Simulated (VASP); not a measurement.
Runs of VASP 6.6.1 on B. The structure is that of space group P4_2/mmc (No. 131), or close to it. The cells are those of the table. 

```tsv
task	cell	k mesh	cutoff (eV)	gap on the mesh (eV)	pressure (GPa)	relaxed volume (Å³/atom)	largest force (eV/Å)
relaxation of cell and atoms	relaxed from a = 3.839, b = 3.839, c = 4.742 Å, 8 atoms	4 × 4 × 4	600	none	-0.2	(a)	0.01
single point	a = 4.010, b = 4.010, c = 4.855 Å, 8 atoms	4 × 4 × 4	520	none	0.0	-	-
single point	a = 3.839, b = 3.839, c = 4.742 Å, 8 atoms	4 × 4 × 4	520	none	21.3	-	1.33
relaxation of cell and atoms	relaxed from a = 4.010, b = 4.010, c = 4.855 Å, 8 atoms	10 × 10 × 8	600	none	0.0	8.45	-
```

Alike in all rows: level PBE; potentials or basis VASP PAW PBE potentials, release 64 (B); no spin polarisation; smearing gaussian 0.1 eV.

Q: Estimate the missing entries.

A: (a) 9.77.

Caveats: some runs use coarse meshes; forces of over 1 eV/Å act on the atoms, so gaps and moduli don't describe the material at rest (some runs).

A gap of «none» marks levels without a gap at the run's occupations.
